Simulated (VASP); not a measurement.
Runs of VASP 6.6.1 on O. The structure is that of space group Fd-3m (No. 227), or close to it. The cells are those of the table. 

```csv
task,cell,cutoff (eV),smearing,gap on the mesh (eV),pressure (GPa)
single point,"a = 2.907 Å, angles 60.0°, 2 atoms",520,tetrahedron,none,25.5
single point,"a = 2.907 Å, angles 60.0°, 2 atoms",520,fermi-dirac 0.08 eV,none,(a)
relaxation of cell and atoms,"relaxed from a = 3.388 Å, angles 60.0°, 2 atoms",600,fermi-dirac 0.08 eV,none,0.0
single point,"a = 3.033 Å, angles 60.0°, 2 atoms",520,fermi-dirac 0.08 eV,none,0.1
```

Alike in all rows: level LDA; potentials or basis VASP PAW LDA potentials, release 64 (O); no spin polarisation; k mesh 14 × 14 × 14.

Fill in the values left out.

(a) 25.2.

A gap of «none» marks levels without a gap at the run's occupations.
